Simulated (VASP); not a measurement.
# Dy5C (P6/mmm) in VASP: further runs

The runs below take Dy5C through relaxation of cell and atoms, single point, with PBE.

Everything below comes from runs of VASP 6.6.1. Logs are shortened: lines on timing, memory, paths and dates and some standing lists are left out, and cuts for length are marked.

### 1 The cell of the first run

Symmetry: P6/mmm, No. 191, hexagonal system. The conventional cell has a = 5.962 Å, b = 5.962 Å, c = 4.785 Å, α = 90.00°, β = 90.00°, γ = 120.00°. Within 3.9 Å of Dy (site symmetry -6m2) lie 9 Dy at 2.95 to 3.44 Å and 3 C at 3.44 Å. Dy (site symmetry mmm) has 8 Dy at 2.95 to 2.98 Å and 4 C at 3.82 Å within 3.9 Å. Within 4.5 Å of C (site symmetry 6/mmm) lie 18 Dy at 3.44 to 3.82 Å.

The cell was generated, and may not be a known phase.

### 2 Relaxation of cell and atoms, PBE

Input file INCAR:

```
SYSTEM = Dy5C
PREC = Accurate
ENCUT = 600
EDIFF = 1E-7
ISMEAR = 0
SIGMA = 0.2
LREAL = .False.
LASPH = .True.
NELM = 200
ALGO = Normal
ISIF = 3
LWAVE = .False.
LCHARG = .False.
GGA = PE
IBRION = 2
NSW = 36
EDIFFG = -0.08
GGA_COMPAT = .False.
NELMIN = 4
LMAXMIX = 6
```

Input file KPOINTS:

```
regular mesh
0
Gamma
  3 3 4
  0 0 0
```

Input file POSCAR:

```
Dy5C
1.0
    5.9621531000      0.0000000000      0.0000000000
   -2.9810765500      5.1633760400      0.0000000000
    0.0000000000      0.0000000000      4.7847689200
Dy C
5 1
Direct
    0.3333333300      0.6666666700      0.0000000000
    0.6666666700      0.3333333300      0.0000000000
    0.5000000000      0.0000000000      0.5000000000
    0.5000000000      0.5000000000      0.5000000000
    0.0000000000      0.5000000000      0.5000000000
    0.0000000000      0.0000000000      0.0000000000
```

Potentials or basis: VASP PAW PBE potentials, release 64 (Dy_3, C), 4f in core.

The run is started by

```
> cat potpaw_PBE.64/Dy_3/POTCAR potpaw_PBE.64/C/POTCAR > POTCAR
> mpirun -np 1 vasp_std > vasp.out
```

OUTCAR:

```text
SYSTEM = Dy5C
   PREC = Accurate
   ENCUT = 600
   EDIFF = 1E-7
   ISMEAR = 0
   LREAL = .False.
   LASPH = .True.
   NELM = 200
   ISIF = 3
   GGA = PE
   IBRION = 2
   NSW = 36
   EDIFFG = -0.08
   NELMIN = 4

 ion  position               nearest neighbor table
   1  0.333  0.667  0.000-   3 2.95   3 2.95   5 2.95   5 2.95   4 2.95   4 2.95   2 3.44   2 3.44
                             2 3.44
   2  0.667  0.333  0.000-   3 2.95   3 2.95   5 2.95   5 2.95   4 2.95   4 2.95   1 3.44   1 3.44
                             1 3.44
   3  0.500  0.000  0.500-   1 2.95   2 2.95   1 2.95   2 2.95   4 2.98   5 2.98   4 2.98   5 2.98

   4  0.500  0.500  0.500-   1 2.95   2 2.95   1 2.95   2 2.95   3 2.98   3 2.98   5 2.98   5 2.98

   5  0.000  0.500  0.500-   1 2.95   2 2.95   1 2.95   2 2.95   3 2.98   3 2.98   4 2.98   4 2.98

   6  0.000  0.000  0.000-

  LATTYP: Found a hexagonal cell.
 ALAT       =     5.9621531000
 C/A-ratio  =     0.8025236588

  Lattice vectors:

 A1 = (   5.9621531000,   0.0000000000,   0.0000000000)
 A2 = (  -2.9810765500,   5.1633760400,   0.0000000000)
 A3 = (   0.0000000000,   0.0000000000,   4.7847689200)

Analysis of symmetry for initial positions (statically):
=====================================================================
 Subroutine PRICEL returns:
 Original cell was already a primitive cell.

 Routine SETGRP: Setting up the symmetry group for a
 hexagonal supercell.

 Subroutine GETGRP returns: Found 24 space group operations
 (whereof 24 operations were pure point group operations)
 out of a pool of 24 trial point group operations.

The static configuration has the point symmetry D_6h.

Analysis of symmetry for dynamics (positions and initial velocities):
=====================================================================
 Subroutine PRICEL returns:
 Original cell was already a primitive cell.

 Routine SETGRP: Setting up the symmetry group for a
 hexagonal supercell.

 Subroutine GETGRP returns: Found 24 space group operations
 (whereof 24 operations were pure point group operations)
 out of a pool of 24 trial point group operations.

The dynamic configuration has the point symmetry D_6h.

 Subroutine INISYM returns: Found 24 space group operations
 (whereof 24 operations are pure point group operations),
 and found     1 'primitive' translations

----------------------------------------------------------------------------------------

                                     Primitive cell

  volume of cell :     147.2983

  direct lattice vectors                    reciprocal lattice vectors
     5.962153100  0.000000000  0.000000000     0.167724643  0.096835868  0.000000000
    -2.981076550  5.163376040  0.000000000     0.000000000  0.193671736  0.000000000
     0.000000000  0.000000000  4.784768920     0.000000000  0.000000000  0.208996509

  length of vectors
     5.962153100  5.962153095  4.784768920     0.193671736  0.193671736  0.208996509

  position of ions in fractional coordinates (direct lattice)
     0.333333330  0.666666670  0.000000000
     0.666666670  0.333333330  0.000000000
     0.500000000  0.000000000  0.500000000
     0.500000000  0.500000000  0.500000000
     0.000000000  0.500000000  0.500000000
     0.000000000  0.000000000  0.000000000

  ion indices of the primitive-cell ions
   primitive index   ion index
                 1           1
                 2           2
                 3           3
                 4           4
                 5           5
                 6           6

----------------------------------------------------------------------------------------

 KPOINTS: regular mesh

Automatic generation of k-mesh.
 Grid dimensions read from file:
 generate k-points for:    3    3    4

 Generating k-lattice:

  Cartesian coordinates                     Fractional coordinates (reciprocal lattice)
     0.055908214  0.032278623  0.000000000     0.333333333 -0.000000000  0.000000000
     0.000000000  0.064557245  0.000000000     0.000000000  0.333333333  0.000000000
     0.000000000  0.000000000  0.052249127     0.000000000  0.000000000  0.250000000

  Length of vectors
     0.064557245  0.064557245  0.052249127

  Shift w.r.t. Gamma in fractional coordinates (k-lattice)
     0.000000000  0.000000000  0.000000000

 Subroutine IBZKPT returns following result:
 ===========================================

 Found      9 irreducible k-points:

 Following reciprocal coordinates:
            Coordinates               Weight
  0.000000  0.000000  0.000000      1.000000
  0.333333  0.000000  0.000000      6.000000
  0.333333  0.333333  0.000000      2.000000
  0.000000  0.000000  0.250000      2.000000
  0.333333  0.000000  0.250000     12.000000
  0.333333  0.333333  0.250000      4.000000
  0.000000  0.000000  0.500000      1.000000
  0.333333  0.000000  0.500000      6.000000
  0.333333  0.333333  0.500000      2.000000
   k-points           NKPTS =      9   k-points in BZ     NKDIM =      9   number of bands    NBANDS=     29
   number of dos      NEDOS =    301   number of ions     NIONS =      6
   total plane-waves  NPLWV =  92160
   dimension x,y,z NGX =    48 NGY =   48 NGZ =   40
   dimension x,y,z NGXF=    96 NGYF=   96 NGZF=   80
   ions per type =               5   1
   NGX,Y,Z   is equivalent  to a cutoff of  13.38, 13.38, 13.90 a.u.
   NGXF,Y,Z  is equivalent  to a cutoff of  26.77, 26.77, 27.80 a.u.
 SYSTEM =  Dy5C
   PREC   = accura    normal or accurate (medium, high low for compatibility)
   ISTART =      0    job   : 0-new  1-cont  2-samecut
   ICHARG =      2    charge: 1-file 2-atom 10-const
   ISPIN  =      1    spin polarized calculation?
   LNONCOLLINEAR =      F non collinear calculations
   LSORBIT =      F    spin-orbit coupling
   LASPH  =      T    aspherical Exc in radial PAW
   ENCUT  =  600.0 eV  44.10 Ry    6.64 a.u.  11.91 11.91  9.56*2*pi/ulx,y,z
   NELM   =    200;   NELMIN=  4; NELMDL= -5     # of ELM steps
   EDIFF  = 0.1E-06   stopping-criterion for ELM
   LREAL  =      F    real-space projection
   EDIFFG = -.8E-01   stopping-criterion for IOM
   NSW    =     36    number of steps for IOM
   IBRION =      2    ionic relax: 0-MD 1-quasi-New 2-CG
   NFREE  =      1    steps in history (QN), initial steepest desc. (CG)
   ISIF   =      3    stress and relaxation
   ISYM   =      2    0-nonsym 1-usesym 2-fastsym
   POTIM  = 0.5000    time-step for ionic-motion
   TEBEG  =    0.0;   TEEND  =   0.0 temperature during run
   PSTRESS=    0.0 pullay stress
   NELECT =      49.0000    total number of electrons
   NUPDOWN=      -1.0000    fix difference up-down
   EMIN   =  10.00;   EMAX   =-10.00  energy-range for DOS
   EFERMI =   0.00;   METHOD = LEGACY
   ISMEAR =     0;   SIGMA  =   0.20  broadening in eV -4-tet -1-fermi 0-gaus
   EFERMI_NEDOS =   21; number of points for ismear=-14 and -15
   IALGO  =     38    algorithm
   IMIX   =      4    mixing-type and parameters
     AMIX     =   0.40;   BMIX     =  1.00
     AMIX_MAG =   1.60;   BMIX_MAG =  1.00
  volume/ion in A,a.u.               =      24.55       165.67
  Fermi-wavevector in a.u.,A,eV,Ry     =   1.134334  2.143580 17.506798  1.286713
  Thomas-Fermi vector in A             =   2.271038
   LORBIT       =      0    0 simple, 1 ext, 2 COOP (PROOUT), +10 PAW based schemes
   GGA     = PE    functional components
   LHFCALC =     F    Hartree Fock is set to
   AEXX    =    0.0000 exact exchange contribution
   IVDW    =     0    specifies the selected vdW correction
   LEPSILON=     F    determine dielectric tensor
   LRPA    =     F    only Hartree local field effects (RPA)
 conjugate gradient relaxation of ions
 non-spin polarized calculation
 Gauss-broadening in eV      SIGMA  =   0.20
  energy-cutoff  :      600.00
  volume of cell :      147.30
 maximum number of plane-waves:      4945
 NGX is ok and might be reduce to    48
   NGX = 23   NGY = 23   NGZ = 19

--------------------------------------- Ionic step        1  -------------------------------------------

 number of electron      49.0000000 magnetization

 Free energy of the ion-electron system (eV)
  ---------------------------------------------------
  ext. energy  EPLUGINS =         0.00000000
  ---------------------------------------------------
  free energy    TOTEN  =       -20.20436400 eV

  energy without entropy =      -20.05680728  energy(sigma->0) =      -20.13058564

 E-fermi :   3.4454     XC(G=0): -10.2783

 val. band max:        3.4378962069   @ k =   0.0000   0.0000   0.2500
 cond. band min:       3.4683121485   @ k =   0.0000   0.0000   0.0000
 fundamental gap:      0.0304159416
 Fermi energy:         3.4453980056

 k-point     1 :       0.0000    0.0000    0.0000
  band No.  band energies     occupation
      1     -20.9507      2.00000
      2     -20.9144      2.00000
      3     -20.1453      2.00000
      4     -20.1453      2.00000
      5     -19.6417      2.00000
      6     -19.4865      2.00000
[... 21 lines left out ...]
     28       3.3570      1.46825
     29       3.4683      0.87128

 k-point     2 :       0.3333    0.0000    0.0000
  band No.  band energies     occupation
      1     -20.7913      2.00000
      2     -20.6167      2.00000
      3     -20.1920      2.00000
      4     -20.0540      2.00000
      5     -19.8962      2.00000
      6     -19.5312      2.00000
[... 498 lines left out ...]
 VOLUME and BASIS-vectors are now :
 -----------------------------------------------------------------------------
  energy-cutoff  :      600.00
  volume of cell :      197.70
      direct lattice vectors                 reciprocal lattice vectors
     6.166563498  0.000000000  0.000000000     0.162164875  0.093625934 -0.000000000
    -3.083281749  5.340400637  0.000000000     0.000000000  0.187251869 -0.000000000
     0.000000000  0.000000000  6.003440883     0.000000000 -0.000000000  0.166571141

 POSITION                                       TOTAL-FORCE (eV/Angst)
 -----------------------------------------------------------------------------------
     -0.00000      3.56027      0.00000         0.000000      0.000000      0.000000
      3.08328      1.78013      6.00344        -0.000000     -0.000000     -0.000000
      3.08328      0.00000      3.00172        -0.000000     -0.000000      0.000000
      1.54164      2.67020      3.00172        -0.000000     -0.000000      0.000000
      4.62492      2.67020      3.00172        -0.000000     -0.000000      0.000000
      6.16656      0.00000      6.00344        -0.000000     -0.000000      0.000000
 -----------------------------------------------------------------------------------
    total drift:                                0.000000     -0.000000     -0.000000

  FREE ENERGIE OF THE ION-ELECTRON SYSTEM (eV)
  ---------------------------------------------------
  free  energy   TOTEN  =       -22.5874517237 eV

  energy  without entropy=      -22.4088721771  energy(sigma->0) =      -22.49816195

--------------------------------------- Ionic step        8  -------------------------------------------

 number of electron      48.9999999 magnetization

 Free energy of the ion-electron system (eV)
  ---------------------------------------------------
  ext. energy  EPLUGINS =         0.00000000
  ---------------------------------------------------
  free energy    TOTEN  =       -22.59845439 eV

  energy without entropy =      -22.42451459  energy(sigma->0) =      -22.51148449

 E-fermi :   2.2631     XC(G=0):  -9.2096

 val. band max:        2.2502250220   @ k =   0.3333   0.3333   0.5000
 cond. band min:       2.2774097084   @ k =   0.3333   0.3333   0.2500
 fundamental gap:      0.0271846864
 Fermi energy:         2.2631394478

 k-point     1 :       0.0000    0.0000    0.0000
  band No.  band energies     occupation
      1     -22.1101      2.00000
      2     -21.7034      2.00000
      3     -21.5959      2.00000
      4     -21.5959      2.00000
      5     -21.5812      2.00000
      6     -21.5812      2.00000
[... 21 lines left out ...]
     28       2.3912      0.36523
     29       2.3912      0.36523

 k-point     2 :       0.3333    0.0000    0.0000
  band No.  band energies     occupation
      1     -21.8661      2.00000
      2     -21.6405      2.00000
      3     -21.5981      2.00000
      4     -21.5435      2.00000
      5     -21.4966      2.00000
      6     -21.4496      2.00000
[... 250 lines left out ...]
  FORCE on cell =-STRESS in cart. coord.  units (eV):
  Direction    XX          YY          ZZ          XY          YZ          ZX
  --------------------------------------------------------------------------------------
  -------------------------------------------------------------------------------------
  Total        0.0671531      0.0671531      0.1400885      0.0000000      0.0000000      0.0000000
  in kB        0.5591445      0.5591445      1.1664356      0.0000000      0.0000000      0.0000000
  external PRESSURE =       0.7615749 kB  Pullay stress =       0.0000000 kB

 VOLUME and BASIS-vectors are now :
 -----------------------------------------------------------------------------
  energy-cutoff  :      600.00
  volume of cell :      192.42
      direct lattice vectors                 reciprocal lattice vectors
     6.115361363  0.000000000  0.000000000     0.163522634  0.094409837 -0.000000000
    -3.057680681  5.296058287 -0.000000000     0.000000000  0.188819674 -0.000000000
     0.000000000  0.000000000  5.941245587     0.000000000  0.000000000  0.168314874

 POSITION                                       TOTAL-FORCE (eV/Angst)
 -----------------------------------------------------------------------------------
     -0.00000      3.53071     -0.00000        -0.000000      0.000000      0.000000
      3.05768      1.76535     -0.00000         0.000000     -0.000000     -0.000000
      0.00000      5.29606      2.97062         0.000000     -0.000000     -0.000000
      1.52884      2.64803      2.97062         0.000000      0.000000     -0.000000
     -1.52884      2.64803      2.97062         0.000000      0.000000     -0.000000
     -3.05768      5.29606     -0.00000         0.000000      0.000000     -0.000000
 -----------------------------------------------------------------------------------
    total drift:                               -0.000000     -0.000000     -0.000000

  FREE ENERGIE OF THE ION-ELECTRON SYSTEM (eV)
  ---------------------------------------------------
  free  energy   TOTEN  =       -22.5984543911 eV

  energy  without entropy=      -22.4245145903  energy(sigma->0) =      -22.51148449

 reached required accuracy - stopping structural energy minimisation
```

Run time: 5.2 min. Hardware: 1 thread of AMD EPYC 9R45 (Zen 5), shared host; peak memory 0.29 GiB.

Results:

```
Free energy                           : -22.5985 eV
Relaxed volume                        : 32.07 Å³/atom
Relaxed cell                          : a = 6.115 Å, b = 6.115 Å, c = 5.941 Å, α = 90.00°, β = 90.00°, γ = 120.00°
Space group after relaxing (to 0.1 Å) : P6/mmm (No. 191)
Energy gained by relaxing             : 399.0 meV/atom
Ionic steps                           : 8
Pressure after relaxing               : 0.1 GPa
Band gap on the k mesh                : zero (an odd number of electrons rules out a gap without spin polarisation)
```

The path:
| step | energy change (eV) | largest force (eV/Å) | pressure (GPa) | volume (Å³) |
| --- | --- | --- | --- | --- |
| 1 | 0.0000 | 0.0000 | 12.83 | 147.30 |
| 2 | -2.1230 | 0.0000 | 0.77 | 192.89 |
| 3 | -2.1181 | 0.0000 | -2.20 | 214.40 |
| 4 | -2.1791 | 0.0000 | -0.92 | 203.98 |
| 5 | -2.3313 | 0.0000 | -0.87 | 200.96 |
| 6 | -2.3813 | 0.0000 | -0.75 | 198.23 |
| 7 | -2.3831 | 0.0000 | -0.72 | 197.70 |
| 8 | -2.3941 | 0.0000 | 0.08 | 192.42 |

Final structure:
```yaml
crystal:
  lattice:
    - [6.11536, 0.00000, 0.00000]
    - [-3.05768, 5.29606, 0.00000]
    - [0.00000, 0.00000, 5.94125]
  atoms:
    - { symbol: Dy, position: [0.33333, 0.66667, 0.00000] }
    - { symbol: Dy, position: [0.66667, 0.33333, 0.00000] }
    - { symbol: Dy, position: [0.50000, 0.00000, 0.50000] }
    - { symbol: Dy, position: [0.50000, 0.50000, 0.50000] }
    - { symbol: Dy, position: [0.00000, 0.50000, 0.50000] }
    - { symbol: C, position: [0.00000, 0.00000, 0.00000] }
```

Caveat: the k points lie up to 0.40 Å⁻¹ apart in the final cell, too coarse for converged energies and pressures of a metal; the volume moved by over 15 % at a fixed basis, so the end points are rough; the highest band is partly filled, so the run has too few bands; spin-orbit coupling is left out, which moves the levels of the heavy elements; the 4f electrons are frozen in the core, so they carry no moment and show no levels. Spin polarisation is off, so any magnetic state and its effect on volume and gap are missing.

### 3 Single point, PBE

This run uses another cell than the first one, of 46.91 Å³/atom.

Input file INCAR:

```
SYSTEM = Dy5C
ALGO = Normal ; EDIFF = 1E-6
ENCUT = 600 ; GGA = PE
GGA_COMPAT = .FALSE. ; ISIF = 2
ISMEAR = 0 ; LASPH = .TRUE.
LCHARG = .FALSE. ; LMAXMIX = 6
LREAL = .FALSE. ; LWAVE = .FALSE.
NBANDS = 34 ; NELM = 200
PREC = Accurate ; SIGMA = 0.2
```

Input file KPOINTS:

```
k-points
0
G
  4 4 2
  0 0 0
```

Input file POSCAR:

```
Dy5C
1.0
    6.5682691183      0.0000000000      0.0000000000
   -3.2841345591      5.6882879153      0.0000000000
    0.0000000000      0.0000000000      7.5333052730
Dy C
5 1
Direct
    0.0000000000      0.0000000000      0.7824006216
    0.0000000000      0.0000000000      0.2175993784
    0.5000000000      0.0000000000      0.0000000000
    0.0000000000      0.5000000000      0.0000000000
    0.5000000000      0.5000000000      0.0000000000
    0.0000000000      0.0000000000      0.5000000000
```

Potentials or basis: VASP PAW PBE potentials, release 64 (Dy_3, C), 4f in core.

The run is started by

```
> cat potpaw_PBE.64/Dy_3/POTCAR potpaw_PBE.64/C/POTCAR > POTCAR
> mpirun -np 1 vasp_std > vasp.out
```

Wall time 77 s (1 thread of Intel Xeon 6975P-C (Granite Rapids), shared host); peak memory 0.45 GiB.

It converged, with:

| Quantity | Value |
| --- | --- |
| Free energy | -24.1948 eV |
| Pressure | 0.5 GPa |
| Largest force | 0.088 eV/Å |
| Band gap on the k mesh | zero (an odd number of electrons rules out a gap without spin polarisation) |

Forces in eV/Å, atoms in the order of the input:
```
Dy   0.000  0.000  0.088
Dy   0.000  0.000 -0.088
Dy   0.000  0.000  0.000
Dy   0.000  0.000  0.000
Dy   0.000  0.000  0.000
C    0.000  0.000  0.000
```

Stress tensor (GPa, compression positive):
```
0.58 0.00 0.00
0.00 0.58 0.00
0.00 0.00 0.30
```

Levels at points of the mesh, in eV from the Fermi level:
| k point | band 21 | band 22 | band 23 | band 24 | band 25 | band 26 | band 27 | band 28 | band 29 | band 30 |
| --- | --- | --- | --- | --- | --- | --- | --- | --- | --- | --- |
| (0.00, 0.00, 0.00) | -0.54 | -0.54 | -0.39 | -0.33 | -0.02 | 0.06 | 0.43 | 0.43 | 1.23 | 1.23 |
| (0.50, 0.00, 0.00) | -0.69 | -0.16 | -0.06 | -0.05 | 0.06 | 0.08 | 0.62 | 0.66 | 0.67 | 1.00 |
| (0.00, 0.00, 0.50) | -0.61 | -0.46 | -0.42 | -0.19 | -0.19 | 0.42 | 0.42 | 0.65 | 0.66 | 0.66 |
| (0.50, 0.00, 0.50) | -0.67 | -0.48 | -0.44 | -0.23 | -0.23 | 0.49 | 0.65 | 0.65 | 0.73 | 0.95 |

Caveat: the k points lie up to 0.42 Å⁻¹ apart, too coarse for converged energies and pressures of a metal; spin-orbit coupling is left out, which moves the levels of the heavy elements; the 4f electrons are frozen in the core, so they carry no moment and show no levels. Spin polarisation is off, so any magnetic state and its effect on volume and gap are missing.

[end of part 1 of 2]

The gap in the log of VASP goes by the Fermi energy; the results here count the filled bands.